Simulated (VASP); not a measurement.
# N (P6_3/mmc) in VASP: relaxation of the atoms with PBE+D3(BJ)

Aim: the relaxation of the atoms of N with PBE+D3(BJ).

All numbers are computed with VASP 6.6.1; they aren't measurements. Logs are shortened: lines on timing, memory, paths and dates and some standing lists are left out, and cuts for length are marked.

### Step 1. The cell of the first run

It takes space group P6_3/mmc (No. 194, hexagonal). Conventional cell: a = 2.519 Å, b = 2.519 Å, c = 2.446 Å, α = 90.00°, β = 90.00°, γ = 120.00°. N (site symmetry -6m2) has 14 N at 1.90 to 2.52 Å within 2.6 Å.

### Step 2. Relaxation of the atoms, PBE+D3(BJ)

INCAR reads:

```
SYSTEM = N
  PREC = Accurate
  ENCUT = 520
  EDIFF = 1E-7
  ISMEAR = -1
  SIGMA = 0.1
  LREAL = .False.
  LASPH = .True.
  NELM = 120
  ALGO = Normal
  ISIF = 2
  LWAVE = .False.
  LCHARG = .False.
  GGA = PE
  IVDW = 12
  IBRION = 2
  NSW = 80
  EDIFFG = -0.01
  ISYM = 0
  GGA_COMPAT = .False.
  NELMIN = 4
```

KPOINTS reads:

```
Automatic mesh
0
Gamma
  8 8 7
  0.5 0.5 0
```

POSCAR reads:

```
N
1.0
    2.5194740000      0.0000000000      0.0000000000
   -1.2597370000      2.1819280000      0.0000000000
    0.0000000000      0.0000000000      2.4460020000
N
2
Direct
    0.6666666667      0.3333333333      0.2500000000
    0.3333333333      0.6666666667      0.7500000000
```

Potentials or basis: VASP PAW PBE potentials, release 64 (N).

Command:

```sh
> cat potpaw_PBE.64/N/POTCAR > POTCAR
> mpirun -np 1 vasp_std > vasp.out
```

OUTCAR:

```text
SYSTEM = N
   PREC = Accurate
   ENCUT = 520
   EDIFF = 1E-7
   ISMEAR = -1
   LREAL = .False.
   LASPH = .True.
   NELM = 120
   ISIF = 2
   GGA = PE
   IVDW = 12
   IBRION = 2
   NSW = 80
   EDIFFG = -0.01
   ISYM = 0
   NELMIN = 4
 IVDW          = 12

 ion  position               nearest neighbor table
   1  0.667  0.333  0.250-
   2  0.333  0.667  0.750-

IMPORTANT INFORMATION: All symmetrisations will be switched off!
NOSYMM: (Re-)initialisation of all symmetry stuff for point group C_1.

----------------------------------------------------------------------------------------

                                     Primitive cell

  volume of cell :      13.4464

  direct lattice vectors                    reciprocal lattice vectors
     2.519474000  0.000000000  0.000000000     0.396908244  0.229155133  0.000000000
    -1.259737000  2.181928000  0.000000000     0.000000000  0.458310265  0.000000000
     0.000000000  0.000000000  2.446002000     0.000000000  0.000000000  0.408830410

  length of vectors
     2.519474000  2.519473577  2.446002000     0.458310188  0.458310265  0.408830410

  position of ions in fractional coordinates (direct lattice)
     0.666666667  0.333333333  0.250000000
     0.333333333  0.666666667  0.750000000

  ion indices of the primitive-cell ions
   primitive index   ion index
                 1           1
                 2           2

----------------------------------------------------------------------------------------

 KPOINTS: Automatic mesh

Automatic generation of k-mesh.
 Grid dimensions read from file:
 generate k-points for:    8    8    7

 Generating k-lattice:

  Cartesian coordinates                     Fractional coordinates (reciprocal lattice)
     0.049613530  0.028644392  0.000000000     0.125000000  0.000000000  0.000000000
     0.000000000  0.057288783  0.000000000     0.000000000  0.125000000  0.000000000
     0.000000000  0.000000000  0.058404344     0.000000000  0.000000000  0.142857143

  Length of vectors
     0.057288774  0.057288783  0.058404344

  Shift w.r.t. Gamma in fractional coordinates (k-lattice)
     0.500000000  0.500000000  0.000000000

 Subroutine IBZKPT returns following result:
 ===========================================

 Found    672 irreducible k-points:

 Following reciprocal coordinates:
            Coordinates               Weight
  0.062500  0.062500  0.000000      2.000000
 -0.062500  0.125000  0.000000      2.000000
 -0.125000  0.062500  0.000000      2.000000
  0.187500  0.062500  0.000000      2.000000
 -0.062500  0.250000  0.000000      2.000000
 -0.250000  0.187500  0.000000      2.000000
[... 16 lines left out ...]
 -0.062500 -0.375000  0.000000      2.000000
  0.375000 -0.437500  0.000000      2.000000
 [... further k-points ...]
   k-points           NKPTS =    672   k-points in BZ     NKDIM =    672   number of bands    NBANDS=      9
   number of dos      NEDOS =    301   number of ions     NIONS =      2
   total plane-waves  NPLWV =   7200
   dimension x,y,z NGX =    20 NGY =   20 NGZ =   18
   dimension x,y,z NGXF=    40 NGYF=   40 NGZF=   36
   ions per type =               2
   NGX,Y,Z   is equivalent  to a cutoff of  13.20, 13.20, 12.23 a.u.
   NGXF,Y,Z  is equivalent  to a cutoff of  26.39, 26.39, 24.47 a.u.
 SYSTEM =  N
   PREC   = accura    normal or accurate (medium, high low for compatibility)
   ISTART =      0    job   : 0-new  1-cont  2-samecut
   ICHARG =      2    charge: 1-file 2-atom 10-const
   ISPIN  =      1    spin polarized calculation?
   LNONCOLLINEAR =      F non collinear calculations
   LSORBIT =      F    spin-orbit coupling
   LASPH  =      T    aspherical Exc in radial PAW
   ENCUT  =  520.0 eV  38.22 Ry    6.18 a.u.   4.68  4.68  4.55*2*pi/ulx,y,z
   NELM   =    120;   NELMIN=  4; NELMDL= -5     # of ELM steps
   EDIFF  = 0.1E-06   stopping-criterion for ELM
   LREAL  =      F    real-space projection
   EDIFFG = -.1E-01   stopping-criterion for IOM
   NSW    =     80    number of steps for IOM
   IBRION =      2    ionic relax: 0-MD 1-quasi-New 2-CG
   NFREE  =      1    steps in history (QN), initial steepest desc. (CG)
   ISIF   =      2    stress and relaxation
   ISYM   =      0    0-nonsym 1-usesym 2-fastsym
   POTIM  = 0.5000    time-step for ionic-motion
   TEBEG  =    0.0;   TEEND  =   0.0 temperature during run
   PSTRESS=    0.0 pullay stress
   NELECT =      10.0000    total number of electrons
   NUPDOWN=      -1.0000    fix difference up-down
   EMIN   =  10.00;   EMAX   =-10.00  energy-range for DOS
   EFERMI =   0.00;   METHOD = LEGACY
   ISMEAR =    -1;   SIGMA  =   0.10  broadening in eV -4-tet -1-fermi 0-gaus
   EFERMI_NEDOS =   21; number of points for ismear=-14 and -15
   IALGO  =     38    algorithm
   IMIX   =      4    mixing-type and parameters
     AMIX     =   0.40;   BMIX     =  1.00
     AMIX_MAG =   1.60;   BMIX_MAG =  1.00
  volume/ion in A,a.u.               =       6.72        45.37
  Fermi-wavevector in a.u.,A,eV,Ry     =   1.483221  2.802881 29.932053  2.199944
  Thomas-Fermi vector in A             =   2.596909
   LORBIT       =      0    0 simple, 1 ext, 2 COOP (PROOUT), +10 PAW based schemes
   GGA     = PE    functional components
   LHFCALC =     F    Hartree Fock is set to
   AEXX    =    0.0000 exact exchange contribution
   IVDW    =    12    specifies the selected vdW correction
   LEPSILON=     F    determine dielectric tensor
   LRPA    =     F    only Hartree local field effects (RPA)
 conjugate gradient relaxation of ions
 non-spin polarized calculation
  energy-cutoff  :      520.00
  volume of cell :       13.45
 maximum number of plane-waves:       375
   NGX =  9   NGY =  9   NGZ =  9

 number of electron      10.0000001 magnetization

 Free energy of the ion-electron system (eV)
  ---------------------------------------------------
  ext. energy  EPLUGINS =         0.00000000
  ---------------------------------------------------
  free energy    TOTEN  =        -9.42053554 eV

  energy without entropy =       -9.39730584  energy(sigma->0) =       -9.40892069

 E-fermi :   7.0403     XC(G=0): -13.0376

 val. band max:        6.9701760963   @ k =   0.0625  -0.1250   0.4286
 cond. band min:       7.0769967915   @ k =   0.0625   0.5000   0.4286
 fundamental gap:      0.1068206952
 Fermi energy:         7.0403363888

 k-point     1 :       0.0625    0.0625    0.0000
  band No.  band energies     occupation
      1     -14.7370      2.00000
      2       0.4159      2.00000
      3       2.4847      2.00000
      4       4.1965      2.00000
      5       4.7962      2.00000
      6       9.7676      0.00000
      7      10.2518      0.00000
      8      12.8213      0.00000
      9      22.3234      0.00000

 k-point     2 :      -0.0625    0.1250    0.0000
  band No.  band energies     occupation
      1     -14.7370      2.00000
      2       0.4159      2.00000
      3       2.4847      2.00000
      4       4.1965      2.00000
      5       4.7962      2.00000
      6       9.7676      0.00000
      7      10.2518      0.00000
      8      12.8213      0.00000
      9      22.3234      0.00000

 k-point     3 :      -0.1250    0.0625    0.0000
  band No.  band energies     occupation
      1     -14.7370      2.00000
      2       0.4159      2.00000
      3       2.4847      2.00000
      4       4.1965      2.00000
      5       4.7962      2.00000
      6       9.7676      0.00000
      7      10.2518      0.00000
      8      12.8213      0.00000
      9      22.3234      0.00000

 k-point     4 :       0.1875    0.0625    0.0000
  band No.  band energies     occupation
      1     -13.8119      2.00000
      2      -1.8822      2.00000
      3       3.0094      2.00000
      4       3.2233      2.00000
      5       5.0862      2.00000
      6       9.6300      0.00000
      7      11.0653      0.00000
      8      11.7179      0.00000
      9      23.2509      0.00000

 k-point     5 :      -0.0625    0.2500    0.0000
  band No.  band energies     occupation
      1     -13.8119      2.00000
      2      -1.8822      2.00000
      3       3.0094      2.00000
      4       3.2233      2.00000
      5       5.0862      2.00000
      6       9.6300      0.00000
      7      11.0653      0.00000
      8      11.7179      0.00000
      9      23.2509      0.00000

 k-point     6 :      -0.2500    0.1875    0.0000
  band No.  band energies     occupation
      1     -13.8119      2.00000
      2      -1.8822      2.00000
      3       3.0094      2.00000
      4       3.2233      2.00000
      5       5.0862      2.00000
      6       9.6300      0.00000
      7      11.0653      0.00000
      8      11.7179      0.00000
      9      23.2509      0.00000
[... 169 lines left out ...]
 k-point    21 :       0.5000   -0.0625    0.0000
  band No.  band energies     occupation
      1     -10.4819      2.00000
      2      -7.2650      2.00000
      3       1.5034      2.00000
      4       5.2867      2.00000
      5       5.5285      2.00000
      6       8.7845      0.00000
      7       9.7278      0.00000
      8      12.0472      0.00000
      9      20.9892      0.00000

 k-point    22 :      -0.4375    0.0625    0.0000
  band No.  band energies     occupation
      1     -11.2844      2.00000
      2      -6.2251      2.00000
      3       1.6645      2.00000
      4       5.0582      2.00000
      5       5.2789      2.00000
      6       9.3319      0.00000
      7       9.6823      0.00000
      8      11.9499      0.00000
      9      21.3137      0.00000

 k-point    23 :      -0.0625   -0.3750    0.0000
  band No.  band energies     occupation
      1     -11.2844      2.00000
      2      -6.2251      2.00000
      3       1.6645      2.00000
      4       5.0582      2.00000
      5       5.2789      2.00000
      6       9.3319      0.00000
      7       9.6823      0.00000
      8      11.9499      0.00000
      9      21.3137      0.00000

 k-point    24 :       0.3750   -0.4375    0.0000
  band No.  band energies     occupation
      1     -11.2844      2.00000
      2      -6.2251      2.00000
      3       1.6645      2.00000
      4       5.0582      2.00000
      5       5.2789      2.00000
      6       9.3319      0.00000
      7       9.6823      0.00000
      8      11.9499      0.00000
      9      21.3137      0.00000

 [... further k-points ...]

------------------------ aborting loop because EDIFF is reached ----------------------------------------

 Edisp (eV)   -0.29831

 E8    (eV) :    -0.0750

  FORCE on cell =-STRESS in cart. coord.  units (eV):
  Direction    XX          YY          ZZ          XY          YZ          ZX
  --------------------------------------------------------------------------------------
  -------------------------------------------------------------------------------------
  Total       0.89667     0.89667     0.20130    -0.00000    -0.00000    -0.00000
  in kB     106.84043   106.84040    23.98584    -0.00002    -0.00000    -0.00000
  external pressure =       79.22 kB  Pullay stress =        0.00 kB

 VOLUME and BASIS-vectors are now :
 -----------------------------------------------------------------------------
  energy-cutoff  :      520.00
  volume of cell :       13.45
      direct lattice vectors                 reciprocal lattice vectors
     2.519474000  0.000000000  0.000000000     0.396908244  0.229155133  0.000000000
    -1.259737000  2.181928000  0.000000000     0.000000000  0.458310265  0.000000000
     0.000000000  0.000000000  2.446002000     0.000000000  0.000000000  0.408830410

 POSITION                                       TOTAL-FORCE (eV/Angst)
 -----------------------------------------------------------------------------------
      1.25974      0.72731      0.61150        -0.000000     -0.000002      0.000000
     -0.00000      1.45462      1.83450         0.000000      0.000002     -0.000000
 -----------------------------------------------------------------------------------
    total drift:                               -0.000000      0.000000      0.000000

  FREE ENERGIE OF THE ION-ELECTRON SYSTEM (eV)
  ---------------------------------------------------
  free  energy   TOTEN  =        -9.7188423179 eV

  energy  without entropy=       -9.6956126205  energy(sigma->0) =       -9.70722747

 reached required accuracy - stopping structural energy minimisation
```

Run time: 44 s. Hardware: 1 thread of Intel Xeon Platinum 8259CL at 2.50GHz (Skylake/Cascade Lake), shared host; peak memory 0.19 GiB.

Results:

```yaml
Free_energy: -9.7188 eV
Pressure_after_relaxing: 7.9 GPa
Band_gap_on_the_k_mesh: zero (bands 5 and 6 overlap by 3.28 eV)
Dispersion_energy_per_atom: -0.149 eV
```

Final structure:
```yaml
crystal:
  lattice:
    - [2.51947, 0.00000, 0.00000]
    - [-1.25974, 2.18193, 0.00000]
    - [0.00000, 0.00000, 2.44600]
  atoms:
    - { symbol: N, position: [0.66667, 0.33333, 0.25000] }
    - { symbol: N, position: [0.33333, 0.66667, 0.75000] }
```

Levels at points of the mesh, in eV from the Fermi level:
```csv
k point,band 1,band 2,band 3,band 4,band 5,band 6,band 7,band 8,band 9
"(0.06, 0.06, 0.00)",-21.78,-6.62,-4.56,-2.84,-2.24,2.73,3.21,5.78,15.28
```

Caveat: the k points lie up to 0.37 Å⁻¹ apart, too coarse for converged energies and pressures of a metal; the relaxation stopped at its first step, so nothing moved.
